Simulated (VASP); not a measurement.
Runs of VASP 6.6.1 on HfRu3. The structure is that of space group Pm-3m (No. 221), or close to it. The cells are those of the table. 

```tsv
cell	gap on the mesh (eV)	pressure (GPa)
a = 3.954 Å, 4 atoms	none	-10.1
a = 3.929 Å, 4 atoms	none	(a)
a = 3.850 Å, 4 atoms	none	10.5
a = 3.877 Å, 4 atoms	none	4.5
```

Alike in all rows: task single point; level PBEsol; potentials or basis VASP PAW PBE potentials, release 64 (Hf_pv, Ru_pv); no spin polarisation; k mesh 8 × 8 × 8; cutoff (eV) 520; smearing gaussian 0.05 eV.

Task: Estimate the missing entries.

Result: (a) -5.7.

Caveats: the PAW data sets were made with another functional, which shifts forces and pressure a little; spin-orbit coupling is left out, which moves the levels of the heavy elements; the cell stands under tension (at least some runs); the cell stands under pressure (at least some runs).

A k mesh can miss the band edges, and the runs leave out spin-orbit coupling on Hf, Ru.

A gap of «none» marks levels without a gap at the run's occupations.
